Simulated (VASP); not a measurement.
# Ti2Cl (P4/mmm) in VASP: a series of runs, part 2 of 2

VASP 6.6.1. Earlier steps stand in the parts before.

### 4 Single point, PBE

This run uses another cell than the first one, of 16.72 Å³/atom.

File INCAR:

```
ALGO     = Normal         # electronic algorithm
EDIFF    = 1E-7           # SCF threshold, eV
ENCUT    = 520            # plane-wave cutoff, eV
GGA      = PE             # functional
ISIF     = 2              # what is computed and relaxed
ISMEAR   = 0              # smearing method
LASPH    = T              # aspherical terms in the spheres
LCHARG   = F              # write CHGCAR
LREAL    = F              # projectors in reciprocal space
LWAVE    = F              # write WAVECAR
NBANDS   = 22             # bands
NELM     = 60             # most SCF steps
PREC     = Accurate       # precision mode
SIGMA    = 0.1            # smearing width, eV
```

File KPOINTS:

```
k-points
0
Gamma
  16 16 8
```

File POSCAR:

```
Ti2Cl
1.0
    2.9995035216      0.0000000000      0.0000000000
    0.0000000000      2.9995035216      0.0000000000
    0.0000000000      0.0000000000      5.5762348999
Ti Cl
2 1
Direct
    0.5000000000      0.5000000000      0.2751191137
    0.5000000000      0.5000000000      0.7248808863
    0.0000000000      0.0000000000      0.0000000000
```

Potentials or basis: VASP PAW PBE potentials, release 64 (Ti_sv, Cl).

The run is started by

```
> cat potpaw_PBE.64/Ti_sv/POTCAR potpaw_PBE.64/Cl/POTCAR > POTCAR
> mpirun -np 1 vasp_std > vasp.out
```

OUTCAR:

```text
EDIFF = 1E-7
   ENCUT = 520
   GGA = PE
   ISIF = 2
   ISMEAR = 0
   LASPH = T
   LREAL = F
   NELM = 60
   PREC = Accurate

 ion  position               nearest neighbor table
   1  0.500  0.500  0.275-   2 2.51   3 2.62   3 2.62   3 2.62   3 2.62
   2  0.500  0.500  0.725-   1 2.51   3 2.62   3 2.62   3 2.62   3 2.62
   3  0.000  0.000  0.000-   1 2.62   2 2.62   1 2.62   2 2.62   1 2.62   2 2.62   1 2.62   2 2.62

  LATTYP: Found a simple tetragonal cell.
 ALAT       =     2.9995035216
 C/A-ratio  =     1.8590526265
[... 794 lines left out ...]

  FORCE on cell =-STRESS in cart. coord.  units (eV):
  Direction    XX          YY          ZZ          XY          YZ          ZX
  --------------------------------------------------------------------------------------
  -------------------------------------------------------------------------------------
  Total        0.0353042      0.0353042      0.0430843      0.0000000      0.0000000      0.0000000
  in kB        1.1274507      1.1274507      1.3759082      0.0000000      0.0000000      0.0000000
  external PRESSURE =       1.2102699 kB  Pullay stress =       0.0000000 kB

 VOLUME and BASIS-vectors are now :
 -----------------------------------------------------------------------------
  energy-cutoff  :      520.00
  volume of cell :       50.17
      direct lattice vectors                 reciprocal lattice vectors
     2.999503522  0.000000000  0.000000000     0.333388507  0.000000000  0.000000000
     0.000000000  2.999503522  0.000000000     0.000000000  0.333388507  0.000000000
     0.000000000  0.000000000  5.576234900     0.000000000  0.000000000  0.179332474

 POSITION                                       TOTAL-FORCE (eV/Angst)
 -----------------------------------------------------------------------------------
      1.49975      1.49975      1.53413        -0.000000     -0.000000      0.025716
      1.49975      1.49975      4.04211         0.000000      0.000000     -0.025716
      0.00000      0.00000      0.00000         0.000000      0.000000      0.000000
 -----------------------------------------------------------------------------------
    total drift:                                0.000000     -0.000000      0.000000

  FREE ENERGIE OF THE ION-ELECTRON SYSTEM (eV)
  ---------------------------------------------------
  free  energy   TOTEN  =       -17.1176178806 eV

  energy  without entropy=      -17.1032554532  energy(sigma->0) =      -17.11043667
```

OSZICAR:

```text
N       E                     dE             d eps       ncg     rms          rms(c)
DAV:   1     0.359439324207E+03    0.35944E+03   -0.15519E+04  9908   0.161E+03
DAV:   2     0.244575082829E+02   -0.33498E+03   -0.32355E+03 10206   0.479E+02
DAV:   3    -0.149233899241E+02   -0.39381E+02   -0.37887E+02 16434   0.140E+02
DAV:   4    -0.183973105135E+02   -0.34739E+01   -0.34115E+01 14150   0.367E+01
DAV:   5    -0.185898551864E+02   -0.19254E+00   -0.19239E+00 14570   0.740E+00    0.125E+01
DAV:   6    -0.171068115462E+02    0.14830E+01   -0.64015E+00 12290   0.225E+01    0.466E+00
DAV:   7    -0.171038537782E+02    0.29578E-02   -0.55181E-01 14644   0.435E+00    0.234E+00
DAV:   8    -0.171145410198E+02   -0.10687E-01   -0.33775E-02 15734   0.193E+00    0.774E-01
DAV:   9    -0.171175339598E+02   -0.29929E-02   -0.78563E-03 13518   0.674E-01    0.135E-01
DAV:  10    -0.171176076701E+02   -0.73710E-04   -0.11115E-03 15744   0.350E-01    0.613E-02
DAV:  11    -0.171176176498E+02   -0.99797E-05   -0.15922E-04 15092   0.151E-01    0.267E-02
DAV:  12    -0.171176173002E+02    0.34962E-06   -0.36232E-05 13448   0.663E-02    0.448E-03
DAV:  13    -0.171176175532E+02   -0.25309E-06   -0.31864E-06 13778   0.168E-02    0.207E-03
DAV:  14    -0.171176177841E+02   -0.23088E-06   -0.25023E-07 10980   0.514E-03    0.741E-04
DAV:  15    -0.171176178806E+02   -0.96431E-07   -0.40860E-08  7698   0.296E-03
   1 F= -.17117618E+02 E0= -.17110437E+02  d E =-.143624E-01
```

It took 2.3 min on 1 thread of Intel Xeon Platinum 8488C (Sapphire Rapids), shared host; peak memory 0.32 GiB.

Results:

* Free energy: -17.1176 eV
* Pressure: 0.1 GPa
* Largest force: 0.026 eV/Å
* Band gap on the k mesh: zero (an odd number of electrons rules out a gap without spin polarisation)

Forces in eV/Å, atoms in the order of the input:
```
Ti   0.000  0.000  0.026
Ti   0.000  0.000 -0.026
Cl   0.000  0.000  0.000
```

Caveat: an odd number of electrons without spin polarisation forces a metal; a magnetic or distorted state may lie lower.

### 5 Relaxation of cell and atoms, PBE, collinear spin

This run uses another cell than the first one, of 17.90 Å³/atom.

File INCAR:

```
SYSTEM = Ti2Cl
ALGO     = Normal         ! electronic algorithm
EDIFF    = 1E-7           ! SCF threshold, eV
EDIFFG   = -0.04          ! ionic threshold
ENCUT    = 600            ! plane-wave cutoff, eV
GGA      = PE             ! functional
IBRION   = 2              ! ionic algorithm
ISIF     = 3              ! what is computed and relaxed
ISMEAR   = 0              ! smearing method
ISPIN    = 2              ! spin polarisation
LASPH    = .True.         ! aspherical terms in the spheres
LCHARG   = .False.        ! write CHGCAR
LMAXMIX  = 4              ! l up to which the mixer works
LORBIT   = 11             ! projections on sites
LREAL    = .False.        ! projectors in reciprocal space
LWAVE    = .False.        ! write WAVECAR
MAGMOM   = 1 1 0          ! initial moments
NELM     = 150            ! most SCF steps
NSW      = 90             ! ionic steps
PREC     = Accurate       ! precision mode
SIGMA    = 0.1            ! smearing width, eV
```

File KPOINTS:

```
k-points
0
Gamma
  6 6 4
  0 0 0
```

File POSCAR:

```
Ti2Cl
1.0
    2.9632872900      0.0000000000      0.0000000000
    0.0000000000      2.9632872900      0.0000000000
    0.0000000000      0.0000000000      6.1140055200
Ti Cl
2 1
Direct
    0.5000000000      0.5000000000      0.2949999900
    0.5000000000      0.5000000000      0.7050000100
    0.0000000000      0.0000000000      0.0000000000
```

The run is started by

```
> cat potpaw_PBE.64/Ti_sv/POTCAR potpaw_PBE.64/Cl/POTCAR > POTCAR
> mpirun -np 1 vasp_std > vasp.out
```

Wall time 7.4 min (1 thread of Intel Xeon Platinum 8488C (Sapphire Rapids), shared host); peak memory 0.23 GiB.

Results (log left out):

- Free energy: -17.1178 eV
- Relaxed volume: 16.68 Å³/atom
- Relaxed cell: a = 2.983 Å, b = 2.983 Å, c = 5.623 Å, α = 90.00°, β = 90.00°, γ = 90.00°
- Space group after relaxing (to 0.1 Å): P4/mmm (No. 123)
- Energy gained by relaxing: 38.8 meV/atom
- Ionic steps: 11
- Pressure after relaxing: 0.2 GPa
- Largest force after relaxing: 0.011 eV/Å
- Net moment: 0.00 μB per cell
- Valence electrons inside the program's atomic spheres: Ti 10.30; Cl 5.11

Forces in eV/Å, atoms in the order of the input:
```
Ti   0.000  0.000 -0.011
Ti   0.000  0.000  0.011
Cl   0.000  0.000  0.000
```

The path:
```tsv
step	energy change (eV)	largest force (eV/Å)	pressure (GPa)	volume (Å³)
1	0.0000	0.4589	-2.35	53.69
2	-0.0367	0.4354	-0.28	51.68
3	-0.0441	0.3868	1.66	50.22
4	-0.0687	0.2299	1.71	49.85
5	-0.0914	0.0017	2.26	49.08
6	-0.0908	0.1810	2.79	48.78
7	-0.0923	0.0758	2.47	48.95
8	-0.1111	0.0843	-0.66	50.60
9	-0.1112	0.0841	-0.57	50.55
10	-0.1148	0.0461	-0.26	50.33
11	-0.1163	0.0114	0.18	50.04
```

Final structure:
```
Ti Cl
1.0
     2.98314    0.00000    0.00000
     0.00000    2.98314    0.00000
     0.00000    0.00000    5.62276
Ti Cl
2 1
Direct
  0.50000 0.50000 0.27418
  0.50000 0.50000 0.72582
  0.00000 0.00000 0.00000
```

Levels at points of the mesh, in eV from the Fermi level:
Spin up:
| k point | band 12 | band 13 | band 14 | band 15 | band 16 | band 17 | band 18 | band 19 | band 20 |
| --- | --- | --- | --- | --- | --- | --- | --- | --- | --- |
| (0.00, 0.00, 0.00) | -5.78 | -3.63 | -1.87 | -1.77 | -0.69 | 1.28 | 1.61 | 1.61 | 2.32 |
| (0.50, 0.00, 0.00) | -5.31 | -1.98 | -1.22 | -1.07 | -0.19 | 0.58 | 1.02 | 1.93 | 2.14 |
| (0.50, 0.50, 0.00) | -7.54 | -1.93 | -1.10 | -0.07 | -0.07 | 0.69 | 0.69 | 2.05 | 3.04 |
| (0.00, 0.00, 0.50) | -5.76 | -1.98 | -1.61 | -1.47 | -1.20 | 0.24 | 1.12 | 1.12 | 1.94 |
| (0.50, 0.00, 0.50) | -5.30 | -2.05 | -1.70 | -0.31 | 0.17 | 0.74 | 1.06 | 1.44 | 1.48 |
| (0.50, 0.50, 0.50) | -7.65 | -0.77 | -0.77 | -0.62 | -0.04 | 0.62 | 1.02 | 2.84 | 2.84 |
Spin down:
| k point | band 13 | band 14 | band 15 | band 16 | band 17 | band 18 | band 19 | band 20 |
| --- | --- | --- | --- | --- | --- | --- | --- | --- |
| (0.00, 0.00, 0.00) | -3.63 | -1.87 | -1.77 | -0.69 | 1.28 | 1.61 | 1.61 | 2.32 |
| (0.50, 0.00, 0.00) | -1.98 | -1.22 | -1.07 | -0.19 | 0.58 | 1.02 | 1.93 | 2.14 |
| (0.50, 0.50, 0.00) | -1.93 | -1.10 | -0.07 | -0.07 | 0.69 | 0.69 | 2.05 | 3.04 |
| (0.00, 0.00, 0.50) | -1.98 | -1.61 | -1.47 | -1.20 | 0.24 | 1.12 | 1.12 | 1.94 |
| (0.50, 0.00, 0.50) | -2.05 | -1.70 | -0.31 | 0.17 | 0.74 | 1.06 | 1.44 | 1.48 |
| (0.50, 0.50, 0.50) | -0.77 | -0.77 | -0.62 | -0.04 | 0.62 | 1.02 | 2.84 | 2.84 |

### 6 Overview

| task | spin | cell | k mesh | cutoff (eV) | gap on the mesh (eV) | pressure (GPa) | moment (μB) | largest force (eV/Å) |
| --- | --- | --- | --- | --- | --- | --- | --- | --- |
| single point | collinear | a = 2.986, b = 2.986, c = 5.609 Å, 3 atoms, atomic positions A | 6 × 6 × 4 | 520 | none | 0.2 | 0.00 | 0.04 |
| single point | collinear | a = 2.963, b = 2.963, c = 6.114 Å, 3 atoms, atomic positions B | 6 × 6 × 4 | 520 | none | -2.4 | 1.11 | 0.46 |
| single point | off | a = 3.000, b = 3.000, c = 5.576 Å, 3 atoms, atomic positions A | 16 × 16 × 8 | 520 | none | 0.1 | - | 0.03 |
| relaxation of cell and atoms | collinear | relaxed from a = 2.963, b = 2.963, c = 6.114 Å, 3 atoms, atomic positions B | 6 × 6 × 4 | 600 | none | 0.2 | 0.00 | 0.01 |

Alike in all rows: level PBE; potentials or basis VASP PAW PBE potentials, release 64 (Ti_sv, Cl); smearing gaussian 0.1 eV.

Caveats: an odd number of electrons without spin polarisation forces a metal (at least some runs); a magnetic or distorted state may lie lower (at least some runs).

Total energies depend on the potentials used, so only differences within one code and one set of settings carry meaning.
